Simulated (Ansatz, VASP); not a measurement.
One calculation of GaMo, two programs

```
Ga Mo
1.0
     0.00000    2.69700    2.69700
     2.69700    0.00000    2.69700
     2.69700    2.69700    0.00000
Ga Mo
1 1
Cartesian
  0.0000 0.0000 0.0000
  4.0455 4.0455 4.0455
```

Change from the starting cell: species swapped into the HgSe type (F-43m, No. 216).

Alike in both runs: task relaxation of cell and atoms; functional PBE; k mesh 6 × 6 × 6; occupations gaussian, width 0.2 eV; no spin polarisation.

```csv
,VASP,Ansatz
version,VASP 6.6.1,Ansatz 0.2.0
potentials or method,"VASP PAW PBE potentials, release 64 (Ga_d, Mo_sv), cutoff 600 eV","scalar-relativistic, plane waves, PAW"
valence electrons in the cell,27,27
```

VASP gave:

| Property | Result |
| --- | --- |
| gap on the k mesh at the Fermi level, each at its own relaxed structure (eV) | none |
| relaxed volume (Å³/atom) | 23.32 |
| relaxed cell length with the largest relative difference (Å) | 4.040 |

Estimate Ansatz's values.

gap on the k mesh at the Fermi level, each at its own relaxed structure (eV): none; relaxed volume (Å³/atom): 23.02; relaxed cell length with the largest relative difference (Å): 4.023.

A gap of «none» marks a metal or a gap that the smearing closes.

Noted on VASP's run: the volume moved by over 15 % at a fixed basis, so the end points are rough.
